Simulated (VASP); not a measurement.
The system is Al.

```
Al
1.0
     0.01297   -2.70810   -0.03485
    -5.43848    0.02595   -0.08852
    -0.08852   -0.06970   -5.51745
Al
4
Direct
  0.00138 0.99551 0.00113
  0.98682 0.99104 0.49833
  0.03071 0.50295 0.00379
  0.98109 0.51050 0.49675
```

| Property | Result |
| --- | --- |
| Program | VASP 6.6.1 |
| Task | relaxation of cell and atoms |
| Functional | PBE |
| Potentials or basis | VASP PAW PBE potentials, release 64 (Al) |
| Cutoff | 600 eV |
| k mesh | 8 × 4 × 4 |
| Occupations | gaussian, width 0.2 eV |
| Spin | no spin polarisation |

At the start: pressure -0.4 GPa; volume 20.31 Å³/atom.

Question: Where does the relaxation end?

Answer: Over 69 steps the energy falls by 373.6 meV/atom and the volume is 16.50 Å³/atom (-18.8 %); space group Immm (No. 71, to 0.05 Å).

The path:
```
step  energy change (eV)  largest force (eV/Å)  pressure (GPa)  volume (Å³)
   1              0.0000                0.5659           -0.43        81.22
   3             -0.0460                0.1458            0.05        80.08
   5             -0.0528                0.1516           -0.01        80.09
   7             -0.0738                0.2408           -0.14        80.04
   9             -0.3244                0.5106           -1.00        79.27
  11             -0.4643                0.6153           -1.29        78.28
  13             -0.4709                0.6152           -1.11        77.98
  15             -0.4742                0.6004           -1.08        77.90
  17             -0.4794                0.5722           -1.00        77.74
  19             -0.5072                0.5445           -0.86        77.34
  21             -0.5902                0.4184           -0.13        75.75
  23             -0.6067                0.3328            0.68        74.67
  25             -0.6428                0.3124            0.30        75.05
  27             -0.6774                0.2800           -0.89        76.29
  29             -0.6878                0.2574           -1.18        76.61
  31             -0.7358                0.2160           -0.96        75.69
  33             -0.8467                0.5088            1.80        70.15
  35             -0.8749                0.4074            0.36        71.99
  37             -0.9353                0.4565            0.02        71.39
  39             -1.0223                0.4460           -0.62        71.41
  41             -1.0838                0.4253           -1.30        71.32
  43             -1.1378                0.5242            1.43        68.11
  45             -1.1593                0.5347            1.87        67.42
  47             -1.2805                0.3813           -0.62        68.26
  49             -1.2995                0.3356           -1.16        68.50
  51             -1.3032                0.3255           -1.36        68.61
  53             -1.3421                0.3739           -1.05        67.95
  55             -1.4414                0.2281            0.48        65.94
  57             -1.4556                0.1899            1.22        65.26
  59             -1.4767                0.1724            0.73        65.49
  61             -1.4891                0.1199           -0.03        66.06
  63             -1.4906                0.0910           -0.47        66.42
  65             -1.4923                0.0589            0.14        65.91
  67             -1.4937                0.0617           -0.06        66.06
  69             -1.4943                0.0223            0.02        65.99
```

Final structure:
```yaml
crystal:
  lattice:
    - [0.06085, -2.82325, 0.07386]
    - [-4.90168, -0.08613, 0.78000]
    - [0.83632, -0.10905, -4.89612]
  atoms:
    - { symbol: Al, position: [0.74949, 0.99822, 0.99918] }
    - { symbol: Al, position: [0.24977, 0.00195, 0.49991] }
    - { symbol: Al, position: [0.25075, 0.49885, 0.00097] }
    - { symbol: Al, position: [0.74999, 0.50098, 0.49995] }
```

Caveat: the volume moved by over 15 % at a fixed basis, so the end points are rough.
